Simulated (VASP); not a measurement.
# Si3TeW (Pm-3m) in VASP: notebook

Si3TeW is run at these levels: PBE; tasks: single point, relaxation of cell and atoms.

All numbers are computed with VASP 6.6.1; they aren't measurements. Logs are shortened: lines on timing, memory, paths and dates and some standing lists are left out, and cuts for length are marked.

## 1. The cell of the first run

Symmetry: Pm-3m, No. 221, cubic system. The conventional cell has a = 4.920 Å, b = 4.920 Å, c = 4.920 Å, α = 90.00°, β = 90.00°, γ = 90.00°. Si (site symmetry 4/mmm) has 2 Te at 2.46 Å within 3.2 Å. Te (site symmetry m-3m) has 6 Si at 2.46 Å within 3.2 Å. W (site symmetry m-3m) has 12 Si at 3.48 Å and 8 Te at 4.26 Å within 4.6 Å.

## 2. Single point, PBE

Contents of INCAR:

```
SYSTEM = Si3TeW
PREC = Accurate ; ENCUT = 520
EDIFF = 1E-6 ; ISMEAR = 0
SIGMA = 0.1 ; LREAL = .FALSE.
LASPH = .TRUE. ; NELM = 100
ALGO = Normal ; ISIF = 2
LWAVE = .FALSE. ; LCHARG = .FALSE.
GGA = PE ; NBANDS = 24
```

Contents of KPOINTS:

```
regular mesh
0
G
  8 8 8
  0 0 0
```

Contents of POSCAR:

```
Si3TeW
1.0
    4.9204046503      0.0000000000      0.0000000000
    0.0000000000      4.9204046503      0.0000000000
    0.0000000000      0.0000000000      4.9204046503
Si Te W
3 1 1
Direct
    0.0000000000      0.5000000000      0.5000000000
    0.5000000000      0.0000000000      0.5000000000
    0.5000000000      0.5000000000      0.0000000000
    0.5000000000      0.5000000000      0.5000000000
    0.0000000000      0.0000000000      0.0000000000
```

Potentials or basis: VASP PAW PBE potentials, release 64 (Si, Te, W_sv).

Run with:

```
$ cat potpaw_PBE.64/Si/POTCAR potpaw_PBE.64/Te/POTCAR potpaw_PBE.64/W_sv/POTCAR > POTCAR
$ mpirun -np 1 vasp_std > vasp.out
```

OUTCAR:

```text
SYSTEM = Si3TeW
   PREC = Accurate
   ENCUT = 520
   EDIFF = 1E-6
   ISMEAR = 0
   LREAL = .FALSE.
   LASPH = .TRUE.
   NELM = 100
   ISIF = 2
   GGA = PE

 ion  position               nearest neighbor table
   1  0.000  0.500  0.500-   4 2.46   4 2.46
   2  0.500  0.000  0.500-   4 2.46   4 2.46
   3  0.500  0.500  0.000-   4 2.46   4 2.46
   4  0.500  0.500  0.500-   1 2.46   2 2.46   3 2.46   3 2.46   2 2.46   1 2.46
   5  0.000  0.000  0.000-

  LATTYP: Found a simple cubic cell.
 ALAT       =     4.9204046503

  Lattice vectors:

 A1 = (   4.9204046503,   0.0000000000,   0.0000000000)
 A2 = (   0.0000000000,   4.9204046503,   0.0000000000)
 A3 = (   0.0000000000,   0.0000000000,   4.9204046503)

Analysis of symmetry for initial positions (statically):
=====================================================================
 Subroutine PRICEL returns:
 Original cell was already a primitive cell.

 Routine SETGRP: Setting up the symmetry group for a
 simple cubic supercell.

 Subroutine GETGRP returns: Found 48 space group operations
 (whereof 48 operations were pure point group operations)
 out of a pool of 48 trial point group operations.

The static configuration has the point symmetry O_h .

Analysis of symmetry for dynamics (positions and initial velocities):
=====================================================================
 Subroutine PRICEL returns:
 Original cell was already a primitive cell.

 Routine SETGRP: Setting up the symmetry group for a
 simple cubic supercell.

 Subroutine GETGRP returns: Found 48 space group operations
 (whereof 48 operations were pure point group operations)
 out of a pool of 48 trial point group operations.

The dynamic configuration has the point symmetry O_h .

 Subroutine INISYM returns: Found 48 space group operations
 (whereof 48 operations are pure point group operations),
 and found     1 'primitive' translations

----------------------------------------------------------------------------------------

                                     Primitive cell

  volume of cell :     119.1249

  direct lattice vectors                    reciprocal lattice vectors
     4.920404650  0.000000000  0.000000000     0.203235317  0.000000000  0.000000000
     0.000000000  4.920404650  0.000000000     0.000000000  0.203235317  0.000000000
     0.000000000  0.000000000  4.920404650     0.000000000  0.000000000  0.203235317

  length of vectors
     4.920404650  4.920404650  4.920404650     0.203235317  0.203235317  0.203235317

  position of ions in fractional coordinates (direct lattice)
     0.000000000  0.500000000  0.500000000
     0.500000000  0.000000000  0.500000000
     0.500000000  0.500000000  0.000000000
     0.500000000  0.500000000  0.500000000
     0.000000000  0.000000000  0.000000000

  ion indices of the primitive-cell ions
   primitive index   ion index
                 1           1
                 2           2
                 3           3
                 4           4
                 5           5

----------------------------------------------------------------------------------------

 KPOINTS: regular mesh

Automatic generation of k-mesh.
 Grid dimensions read from file:
 generate k-points for:    8    8    8

 Generating k-lattice:

  Cartesian coordinates                     Fractional coordinates (reciprocal lattice)
     0.025404415  0.000000000  0.000000000     0.125000000  0.000000000  0.000000000
     0.000000000  0.025404415  0.000000000     0.000000000  0.125000000  0.000000000
     0.000000000  0.000000000  0.025404415     0.000000000  0.000000000  0.125000000

  Length of vectors
     0.025404415  0.025404415  0.025404415

  Shift w.r.t. Gamma in fractional coordinates (k-lattice)
     0.000000000  0.000000000  0.000000000

 Subroutine IBZKPT returns following result:
 ===========================================

 Found     35 irreducible k-points:

 Following reciprocal coordinates:
            Coordinates               Weight
  0.000000  0.000000  0.000000      1.000000
  0.125000  0.000000  0.000000      6.000000
  0.250000  0.000000  0.000000      6.000000
  0.375000  0.000000  0.000000      6.000000
  0.500000  0.000000  0.000000      3.000000
  0.125000  0.125000  0.000000     12.000000
[... 16 lines left out ...]
  0.375000  0.375000  0.125000     24.000000
  0.500000  0.375000  0.125000     24.000000
 [... further k-points ...]
   k-points           NKPTS =     35   k-points in BZ     NKDIM =     35   number of bands    NBANDS=     24
   number of dos      NEDOS =    301   number of ions     NIONS =      5
   total plane-waves  NPLWV =  64000
   dimension x,y,z NGX =    40 NGY =   40 NGZ =   40
   dimension x,y,z NGXF=    80 NGYF=   80 NGZF=   80
   ions per type =               3   1   1
   NGX,Y,Z   is equivalent  to a cutoff of  13.51, 13.51, 13.51 a.u.
   NGXF,Y,Z  is equivalent  to a cutoff of  27.03, 27.03, 27.03 a.u.
 SYSTEM =  Si3TeW
   PREC   = accura    normal or accurate (medium, high low for compatibility)
   ISTART =      0    job   : 0-new  1-cont  2-samecut
   ICHARG =      2    charge: 1-file 2-atom 10-const
   ISPIN  =      1    spin polarized calculation?
   LNONCOLLINEAR =      F non collinear calculations
   LSORBIT =      F    spin-orbit coupling
   LASPH  =      T    aspherical Exc in radial PAW
   ENCUT  =  520.0 eV  38.22 Ry    6.18 a.u.   9.15  9.15  9.15*2*pi/ulx,y,z
   NELM   =    100;   NELMIN=  2; NELMDL= -5     # of ELM steps
   EDIFF  = 0.1E-05   stopping-criterion for ELM
   LREAL  =      F    real-space projection
   EDIFFG = 0.1E-04   stopping-criterion for IOM
   NSW    =      0    number of steps for IOM
   IBRION =     -1    ionic relax: 0-MD 1-quasi-New 2-CG
   NFREE  =      0    steps in history (QN), initial steepest desc. (CG)
   ISIF   =      2    stress and relaxation
   ISYM   =      2    0-nonsym 1-usesym 2-fastsym
   POTIM  = 0.5000    time-step for ionic-motion
   TEBEG  =    0.0;   TEEND  =   0.0 temperature during run
   PSTRESS=    0.0 pullay stress
   NELECT =      32.0000    total number of electrons
   NUPDOWN=      -1.0000    fix difference up-down
   EMIN   =  10.00;   EMAX   =-10.00  energy-range for DOS
   EFERMI =   0.00;   METHOD = LEGACY
   ISMEAR =     0;   SIGMA  =   0.10  broadening in eV -4-tet -1-fermi 0-gaus
   EFERMI_NEDOS =   21; number of points for ismear=-14 and -15
   IALGO  =     38    algorithm
   IMIX   =      4    mixing-type and parameters
     AMIX     =   0.40;   BMIX     =  1.00
     AMIX_MAG =   1.60;   BMIX_MAG =  1.00
  volume/ion in A,a.u.               =      23.82       160.78
  Fermi-wavevector in a.u.,A,eV,Ry     =   1.056308  1.996133 15.181205  1.115787
  Thomas-Fermi vector in A             =   2.191539
   LORBIT       =      0    0 simple, 1 ext, 2 COOP (PROOUT), +10 PAW based schemes
   GGA     = PE    functional components
   LHFCALC =     F    Hartree Fock is set to
   AEXX    =    0.0000 exact exchange contribution
   IVDW    =     0    specifies the selected vdW correction
   LEPSILON=     F    determine dielectric tensor
   LRPA    =     F    only Hartree local field effects (RPA)
 non-spin polarized calculation
 Gauss-broadening in eV      SIGMA  =   0.10
  energy-cutoff  :      520.00
  volume of cell :      119.12
 maximum number of plane-waves:      3228
 NGX is ok and might be reduce to    40
   NGX = 19   NGY = 19   NGZ = 19

 number of electron      32.0000004 magnetization

 Free energy of the ion-electron system (eV)
  ---------------------------------------------------
  ext. energy  EPLUGINS =         0.00000000
  ---------------------------------------------------
  free energy    TOTEN  =       -20.69754222 eV

  energy without entropy =      -20.67079287  energy(sigma->0) =      -20.68416755

 E-fermi :   6.0486     XC(G=0):  -9.8852

 val. band max:        6.0331669586   @ k =   0.5000   0.2500   0.2500
 cond. band min:       6.0505671019   @ k =   0.5000   0.3750   0.3750
 fundamental gap:      0.0174001433
 Fermi energy:         6.0485681333

 k-point     1 :       0.0000    0.0000    0.0000
  band No.  band energies     occupation
      1     -68.6463      2.00000
      2     -32.7104      2.00000
      3     -32.7104      2.00000
      4     -32.7104      2.00000
      5      -8.6473      2.00000
      6      -0.5104      2.00000
[... 16 lines left out ...]
     23       7.8009      0.00000
     24      10.2967      0.00000

 k-point     2 :       0.1250    0.0000    0.0000
  band No.  band energies     occupation
      1     -68.6463      2.00000
      2     -32.7104      2.00000
      3     -32.7104      2.00000
      4     -32.7104      2.00000
      5      -8.6093      2.00000
      6      -1.5160      2.00000
[... 16 lines left out ...]
     23       8.5892      0.00000
     24      10.2404      0.00000

 k-point     3 :       0.2500    0.0000    0.0000
  band No.  band energies     occupation
      1     -68.6463      2.00000
      2     -32.7106      2.00000
      3     -32.7103      2.00000
      4     -32.7103      2.00000
      5      -8.5118      2.00000
      6      -2.4939      2.00000
[... 16 lines left out ...]
     23       9.6707      0.00000
     24      10.1040      0.00000
[... 514 lines left out ...]
 k-point    23 :       0.3750    0.3750    0.1250
  band No.  band energies     occupation
      1     -68.6463      2.00000
      2     -32.7108      2.00000
      3     -32.7108      2.00000
      4     -32.7104      2.00000
      5      -8.1284      2.00000
      6      -2.9013      2.00000
[... 16 lines left out ...]
     23       9.2325      0.00000
     24       9.3257      0.00000

 k-point    24 :       0.5000    0.3750    0.1250
  band No.  band energies     occupation
      1     -68.6463      2.00000
      2     -32.7109      2.00000
      3     -32.7108      2.00000
      4     -32.7104      2.00000
      5      -8.0814      2.00000
      6      -3.1212      2.00000
[... 16 lines left out ...]
     23       8.4026      0.00000
     24       9.5188      0.00000

 [... further k-points ...]

------------------------ aborting loop because EDIFF is reached ----------------------------------------

  FORCE on cell =-STRESS in cart. coord.  units (eV):
  Direction    XX          YY          ZZ          XY          YZ          ZX
  --------------------------------------------------------------------------------------
  -------------------------------------------------------------------------------------
  Total        0.1612449      0.1612449      0.1612449      0.0000000     -0.0000000     -0.0000000
  in kB        2.1686728      2.1686728      2.1686728      0.0000000     -0.0000000     -0.0000000
  external PRESSURE =       2.1686728 kB  Pullay stress =       0.0000000 kB

 VOLUME and BASIS-vectors are now :
 -----------------------------------------------------------------------------
  energy-cutoff  :      520.00
  volume of cell :      119.12
      direct lattice vectors                 reciprocal lattice vectors
     4.920404650  0.000000000  0.000000000     0.203235317  0.000000000  0.000000000
     0.000000000  4.920404650  0.000000000     0.000000000  0.203235317  0.000000000
     0.000000000  0.000000000  4.920404650     0.000000000  0.000000000  0.203235317

 POSITION                                       TOTAL-FORCE (eV/Angst)
 -----------------------------------------------------------------------------------
      0.00000      2.46020      2.46020         0.000000      0.000000      0.000000
      2.46020      0.00000      2.46020         0.000000      0.000000      0.000000
      2.46020      2.46020      0.00000         0.000000      0.000000      0.000000
      2.46020      2.46020      2.46020         0.000000      0.000000      0.000000
      0.00000      0.00000      0.00000         0.000000      0.000000      0.000000
 -----------------------------------------------------------------------------------
    total drift:                               -0.000000     -0.000000     -0.000000

  FREE ENERGIE OF THE ION-ELECTRON SYSTEM (eV)
  ---------------------------------------------------
  free  energy   TOTEN  =       -20.6975422186 eV

  energy  without entropy=      -20.6707928721  energy(sigma->0) =      -20.68416755
```

It took 44 s on 1 thread of Intel Xeon 6975P-C (Granite Rapids), shared host; peak memory 0.29 GiB.

What came out:

```yaml
Free_energy: -20.6975 eV
Pressure: 0.2 GPa
Band_gap_on_the_k_mesh: zero (band 16 reaches 6.33 eV, above the bottom of band 17 at 5.49 eV)
```

Levels at points of the mesh, in eV from the Fermi level:
```csv
k point,band 14,band 15,band 16,band 17,band 18,band 19
"(0.00, 0.00, 0.00)",-0.28,-0.08,-0.08,0.63,0.63,0.63
"(0.50, 0.00, 0.00)",-0.93,-0.74,-0.74,-0.31,-0.15,1.39
"(0.50, 0.50, 0.00)",-0.38,-0.08,0.12,0.13,0.84,1.05
"(0.50, 0.50, 0.50)",-0.16,-0.16,0.28,0.28,0.94,0.94
```

Caveat: spin-orbit coupling is left out, which moves the levels of the heavy elements.

(Part 1 of 2 ends here.)
